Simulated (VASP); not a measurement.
Here is a VASP 6.6.1 calculation.

The input INCAR:

```
PREC = Accurate
ENCUT = 520
EDIFF = 1E-6
ISMEAR = 0
SIGMA = 0.15
LREAL = F
LASPH = T
NELM = 100
ALGO = Normal
ISIF = 2
LWAVE = F
LCHARG = F
GGA = PS
NBANDS = 8
```

The input KPOINTS:

```
regular mesh
0
Gamma
  16 16 16
```

The input POSCAR:

```
Sb
1.0
    3.2390000000      0.0000000000      0.0000000000
    0.0000000000      3.2390000000      0.0000000000
    0.0000000000      0.0000000000      3.3180000000
Sb
1
Direct
    0.0000000000      0.0000000000      0.0000000000
```

Potentials or basis: VASP PAW PBE potentials, release 64 (Sb).

Command:

```bash
$ cat potpaw_PBE.64/Sb/POTCAR > POTCAR
$ mpirun -np 1 vasp_std > vasp.out
```

(1) Predict the pressure.

Results:

(1) -7.8 GPa.

Caveat: the cell differs from its parent crystal (strain +0.025 along x and y, +0.050 along z); the PAW data sets were made with another functional, which shifts forces and pressure a little.
